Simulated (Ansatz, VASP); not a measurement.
## Ta3Ga: VASP beside Ansatz

```
Ta Ga
1.0
     4.42615    0.00000    0.00000
     0.00000    4.42615    0.00000
     0.00000    0.00000    3.55169
Ta Ga
3 1
Direct
  0.00000 0.50000 0.50000
  0.00000 0.00000 0.00000
  0.50000 0.00000 0.50000
  0.50000 0.50000 0.00000
```

Change from the starting cell: the structure that the rattled Cu3Au (L1_2) type (Pm-3m, No. 221) fell into.

Alike in both runs: functional PBE; k mesh 10 × 10 × 14; occupations gaussian, width 0.1 eV; no spin polarisation.

Ansatz relaxed the structure, and its values are those at the end. VASP's run is a single point on that final structure, the one shown.

|  | VASP | Ansatz |
| --- | --- | --- |
| version | VASP 6.6.1 | Ansatz 0.2.0 |
| potentials or method | VASP PAW PBE potentials, release 64 (Ta_pv, Ga_d), cutoff 520 eV | scalar-relativistic, plane waves, PAW |
| valence electrons in the cell | 46 | 52 |

```tsv
	VASP	Ansatz	Ansatz less VASP
gap on the k mesh at the Fermi level (eV)	none	none	-
pressure (GPa)	0.2	0.0	-0.17
```

A gap of «none» marks a metal or a gap that the smearing closes. With one functional, cell and mesh, what is left measures potentials, basis and numerics. VASP's potentials hold 46 valence electrons a cell and Ansatz's 52, so a difference there can come from the potentials and not from the codes.

Neither program's run includes spin-orbit coupling.
